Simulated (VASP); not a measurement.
GaGe2Se:

```xyz
4
Lattice="3.8669 0.0000 0.0000 -1.9335 3.3489 0.0000 0.0000 0.0000 6.6462" Properties=species:S:1:pos:R:3 pbc="T T T"
Ga    0.0000    0.0000    0.0000
Ge    0.0000    2.2326    1.5860
Ge    1.9335    1.1163    5.0602
Se    0.0000    0.0000    3.3231
```

The cell was built from a structure type or drawn by symmetry, and may not be a known phase.

```yaml
Program: VASP 6.6.1
Task: relaxation of cell and atoms
Functional: PBE
Potentials_or_basis: VASP PAW PBE potentials, release 64 (Ga_d, Ge_d, Se)
Cutoff: 500 eV
k_mesh: 12 × 12 × 8
Occupations: gaussian, width 0.1 eV
Spin: no spin polarisation
```

At the start: pressure 0.0 GPa; volume 21.52 Å³/atom.

Q: Where does the relaxation end?

A: Over 14 steps the energy falls by 14.9 meV/atom and the volume is 21.13 Å³/atom (-1.8 %); space group P-3m1 (No. 164, to 0.1 Å) before and after.

The path:
| step | energy change (eV) | largest force (eV/Å) | pressure (GPa) | volume (Å³) |
| --- | --- | --- | --- | --- |
| 1 | 0.0000 | 0.1954 | 0.04 | 86.07 |
| 2 | -0.0135 | 0.0674 | -0.26 | 86.12 |
| 3 | -0.0200 | 0.0986 | -0.56 | 86.17 |
| 4 | -0.0241 | 0.1204 | 0.07 | 85.01 |
| 5 | -0.0244 | 0.1302 | 0.38 | 84.51 |
| 6 | -0.0280 | 0.1332 | 0.35 | 84.32 |
| 7 | -0.0375 | 0.1545 | 0.63 | 83.74 |
| 8 | -0.0503 | 0.0943 | 1.17 | 82.45 |
| 9 | -0.0540 | 0.0832 | 0.76 | 83.00 |
| 10 | -0.0553 | 0.0724 | 0.32 | 83.65 |
| 11 | -0.0553 | 0.0736 | 0.38 | 83.57 |
| 12 | -0.0570 | 0.0572 | 0.29 | 83.78 |
| 13 | -0.0596 | 0.0101 | 0.05 | 84.38 |
| 14 | -0.0597 | 0.0012 | -0.02 | 84.54 |

Final structure:
```
CELL_PARAMETERS angstrom
3.66641 0.00000 0.00000
-1.83321 3.17521 0.00000
0.00000 0.00000 7.26166
ATOMIC_POSITIONS crystal
Ga 0.00000 0.00000 0.00000
Ge 0.33333 0.66667 0.25149
Ge 0.66667 0.33333 0.74851
Se 0.00000 0.00000 0.50000
```
